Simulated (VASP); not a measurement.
Rb3ClO:

```xyz
5
Lattice="5.5262 0.0000 0.0000 0.0000 5.5262 0.0000 0.0000 0.0000 5.5262" Properties=species:S:1:pos:R:3 pbc="T T T"
Rb    0.0000    0.0000    2.7631
Rb    0.0000    2.7631    0.0000
Rb    2.7631    0.0000    0.0000
Cl    2.7631    2.7631    2.7631
O     0.0000    0.0000    0.0000
```

* Program: VASP 6.6.1
* Task: relaxation of cell and atoms
* Functional: LDA
* Potentials or basis: VASP PAW LDA potentials, release 64 (Rb_sv, Cl, O)
* Cutoff: 600 eV
* k mesh: 6 × 6 × 6
* Occupations: gaussian, width 0.02 eV
* Spin: no spin polarisation

At the start: pressure -2.3 GPa; volume 33.75 Å³/atom.

Task: Where does the relaxation end?

Result: Over 4 steps the energy falls by 35.2 meV/atom and the volume is 29.44 Å³/atom (-12.8 %); space group Pm-3m (No. 221, to 0.1 Å) before and after.

Step by step:
```
step  energy change (eV)  largest force (eV/Å)  pressure (GPa)  volume (Å³)
   1              0.0000                0.0000           -2.30       168.77
   2             -0.1330                0.0000           -1.31       157.20
   3             -0.1754                0.0000           -0.14       148.21
   4             -0.1758                0.0000            0.02       147.19
```

Final structure:
```cif
data_structure
_symmetry_space_group_name_H-M 'P 1'
_symmetry_Int_Tables_number 1
_cell_length_a 5.2799
_cell_length_b 5.2799
_cell_length_c 5.2799
_cell_angle_alpha 90.000
_cell_angle_beta 90.000
_cell_angle_gamma 90.000
_cell_volume 147.19
loop_
_atom_site_label
_atom_site_type_symbol
_atom_site_fract_x
_atom_site_fract_y
_atom_site_fract_z
_atom_site_occupancy
Rb1 Rb 0.00000 0.00000 0.50000 1
Rb2 Rb 0.00000 0.50000 0.00000 1
Rb3 Rb 0.50000 0.00000 0.00000 1
Cl1 Cl 0.50000 0.50000 0.50000 1
O1 O 0.00000 0.00000 0.00000 1
```
